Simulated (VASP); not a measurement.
# MgO in VASP: further runs, part 2 of 2

VASP 6.6.1. Earlier steps stand in the parts before.

## Step 3: Single point, HSE06 (uniaxial x strain -0.4%)

Contents of POSCAR:

```
MgO
1.0
    2.6118063923      0.0000000000      0.0000000000
    0.0000000000      2.6233491285      0.0000000000
    0.0000000000      0.0000000000      2.6233491285
Mg O
1 1
Direct
    0.0000000000      0.0000000000      0.0000000000
    0.5000000000      0.5000000000      0.5000000000
```

Contents of INCAR.step1:

```
PREC = Accurate ; ENCUT = 520
EDIFF = 1E-5 ; ISMEAR = 0
SIGMA = 0.01 ; LREAL = F
LASPH = T ; NELM = 60
ALGO = Normal ; ISIF = 2
LWAVE = T ; LCHARG = F
GGA = PE ; NBANDS = 11
```

Contents of INCAR.step2:

```
PREC = Accurate ; ENCUT = 520
EDIFF = 1E-6 ; ISMEAR = 0
SIGMA = 0.01 ; LREAL = F
LASPH = T ; NELM = 60
ALGO = Normal ; ISIF = 2
LWAVE = F ; LCHARG = F
GGA = PE ; LHFCALC = T
HFSCREEN = 0.2079 ; PRECFOCK = Normal
ISTART = 1 ; NBANDS = 11
```

Contents of KPOINTS:

```
Automatic mesh
0
Gamma
  6 6 6
```

Potentials or basis: VASP PAW PBE potentials, release 64 (Mg, O).

Run with:

```bash
$ cat potpaw_PBE.64/Mg/POTCAR potpaw_PBE.64/O/POTCAR > POTCAR
$ cp INCAR.step1 INCAR
$ mpirun -np 1 vasp_std > vasp.out
$ cp INCAR.step2 INCAR
$ mpirun -np 1 vasp_std > vasp.out
```

OUTCAR:

```text
PREC = Accurate
   ENCUT = 520
   EDIFF = 1E-6
   ISMEAR = 0
   LREAL = F
   LASPH = T
   NELM = 60
   ISIF = 2
   GGA = PE
   LHFCALC = T
   HFSCREEN = 0.2079
   PRECFOCK = Normal
   ISTART = 1

 ion  position               nearest neighbor table
   1  0.000  0.000  0.000-   2 2.27   2 2.27   2 2.27   2 2.27   2 2.27   2 2.27   2 2.27   2 2.27

   2  0.500  0.500  0.500-   1 2.27   1 2.27   1 2.27   1 2.27   1 2.27   1 2.27   1 2.27   1 2.27

  LATTYP: Found a simple tetragonal cell.
 ALAT       =     2.6233491285
 C/A-ratio  =     0.9956000000

  Lattice vectors:

 A1 = (   0.0000000000,   2.6233491285,   0.0000000000)
 A2 = (   0.0000000000,   0.0000000000,   2.6233491285)
 A3 = (   2.6118063923,   0.0000000000,   0.0000000000)

Analysis of symmetry for initial positions (statically):
=====================================================================
 Subroutine PRICEL returns:
 Original cell was already a primitive cell.

 Routine SETGRP: Setting up the symmetry group for a
 simple tetragonal supercell.

 Subroutine GETGRP returns: Found 16 space group operations
 (whereof 16 operations were pure point group operations)
 out of a pool of 16 trial point group operations.

The static configuration has the point symmetry D_4h.

Analysis of symmetry for dynamics (positions and initial velocities):
=====================================================================
 Subroutine PRICEL returns:
 Original cell was already a primitive cell.

 Routine SETGRP: Setting up the symmetry group for a
 simple tetragonal supercell.

 Subroutine GETGRP returns: Found 16 space group operations
 (whereof 16 operations were pure point group operations)
 out of a pool of 16 trial point group operations.

The dynamic configuration has the point symmetry D_4h.

 Subroutine INISYM returns: Found 16 space group operations
 (whereof 16 operations are pure point group operations),
 and found     1 'primitive' translations

[... 128 lines left out ...]
   HFSCREENC=   0.2079 screening length for correlation (either q_TF or 0.3 A-1)
   ENCUTFOCK=  -1.0 apply spherical cutoff to Coloumb kernel
   IVDW    =     0    specifies the selected vdW correction
   LEPSILON=     F    determine dielectric tensor
   LRPA    =     F    only Hartree local field effects (RPA)
 non-spin polarized calculation
 Gauss-broadening in eV      SIGMA  =   0.01
  energy-cutoff  :      520.00
  volume of cell :       17.97
 maximum number of plane-waves:       500
 NGX is ok and might be reduce to    20
  NGX = 16; NGY = 16; NGZ = 16

 number of electron       8.0000000 magnetization

 Free energy of the ion-electron system (eV)
  ---------------------------------------------------
  ext. energy  EPLUGINS =         0.00000000
  ---------------------------------------------------
  free energy    TOTEN  =       -12.60356273 eV

  energy without entropy =      -12.60356273  energy(sigma->0) =      -12.60356273

 E-fermi :   4.2337     XC(G=0):  -9.3392

 val. band max:        4.0824701681   @ k =   0.0000   0.5000   0.5000
 cond. band min:       8.2360121583   @ k =   0.0000   0.0000   0.0000
 fundamental gap:      4.1535419902
 Fermi energy:         4.2337417661

 k-point     1 :       0.0000    0.0000    0.0000
  band No.  band energies     occupation
      1     -16.2416      2.00000
      2       2.9248      2.00000
      3       2.9248      2.00000
      4       2.9922      2.00000
      5       8.2360      0.00000
      6      16.1989      0.00000
      7      16.2864      0.00000
      8      26.8887      0.00000
      9      26.8887      0.00000
     10      27.0203      0.00000
     11      33.7898      0.00000
[... 309 lines left out ...]
 k-point    24 :       0.5000    0.3333    0.1667
  band No.  band energies     occupation
      1     -14.0351      2.00000
      2      -1.3541      2.00000
      3       0.1048      2.00000
      4       2.6785      2.00000
      5      12.4553      0.00000
      6      16.4365      0.00000
      7      16.6537      0.00000
      8      21.9827      0.00000
      9      24.9627      0.00000
     10      25.2006      0.00000
     11      29.5920      0.00000

 [... further k-points ...]

------------------------ aborting loop because EDIFF is reached ----------------------------------------

  FORCE on cell =-STRESS in cart. coord.  units (eV):
  Direction    XX          YY          ZZ          XY          YZ          ZX
  --------------------------------------------------------------------------------------
  -------------------------------------------------------------------------------------
  Total        0.1761716     -0.1699643     -0.1699643      0.0000000      0.0000000      0.0000000
  in kB       15.7033826    -15.1500835    -15.1500835      0.0000000      0.0000000      0.0000000
  external PRESSURE =      -4.8655948 kB  Pullay stress =       0.0000000 kB

 VOLUME and BASIS-vectors are now :
 -----------------------------------------------------------------------------
  energy-cutoff  :      520.00
  volume of cell :       17.97
      direct lattice vectors                 reciprocal lattice vectors
     2.611806392  0.000000000  0.000000000     0.382876772  0.000000000  0.000000000
     0.000000000  2.623349129  0.000000000     0.000000000  0.381192114  0.000000000
     0.000000000  0.000000000  2.623349129     0.000000000  0.000000000  0.381192114

 POSITION                                       TOTAL-FORCE (eV/Angst)
 -----------------------------------------------------------------------------------
      0.00000      0.00000      0.00000         0.000000      0.000000      0.000000
      1.30590      1.31167      1.31167         0.000000      0.000000      0.000000
 -----------------------------------------------------------------------------------
    total drift:                               -0.000642      0.000291     -0.000010

  FREE ENERGIE OF THE ION-ELECTRON SYSTEM (eV)
  ---------------------------------------------------
  free  energy   TOTEN  =       -12.6035627336 eV

  energy  without entropy=      -12.6035627336  energy(sigma->0) =      -12.60356273
```

Run time: 7.7 min. Hardware: 1 thread of Intel Xeon Platinum 8488C (Sapphire Rapids), shared host; peak memory 0.23 GiB.

Results:

```
Free energy            : -12.6036 eV
Pressure               : -0.5 GPa
Band gap on the k mesh : 4.15 eV (least direct gap 5.24 eV)
```

Caveat: the cell differs from its parent crystal (uniaxial x strain -0.4%); the structure was generated, so it needn't be the stable form of MgO; the PAW data sets were made with another functional, which shifts forces and pressure a little. A k mesh can miss the band edges.
